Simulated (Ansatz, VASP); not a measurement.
## Two plane-wave programs on BN

```xyz
4
Lattice="2.5440 -0.0382 0.0000 -1.3050 2.2222 0.0000 0.0000 0.0000 4.2078" Properties=species:S:1:pos:R:3 pbc="T T T"
B    -0.0236    1.4690    0.0010
B     1.2625    0.7150    2.1049
N    -0.0164    1.4691    1.5770
N     1.2554    0.7149    3.6809
```

Change from the starting cell: shear_xy strain -3.0%.

Alike in both runs: task single point; functional PBE; k mesh 12 × 12 × 6; occupations fermi-dirac, width 0.02 eV; no spin polarisation.

|  | VASP | Ansatz |
| --- | --- | --- |
| version | VASP 6.6.1 | Ansatz 0.2.0 |
| potentials or method | VASP PAW PBE potentials, release 64 (B, N) | plane waves, PAW |
| plane-wave cutoff (eV) | 520 | 420 |
| valence electrons in the cell | 16 | 16 |

```csv
,VASP,Ansatz,Ansatz less VASP
gap on the k mesh at the Fermi level (eV),5.08,5.09,+0.016
pressure (GPa),5.2,4.9,-0.27
"traceless stress, the component that is largest in VASP (GPa)",12.28,12.21,-0.066
rms of the force components (eV/Å),0.016,0.014,-0.0027
```

Atom by atom the forces differ by 0.003 eV/Å (rms over components).
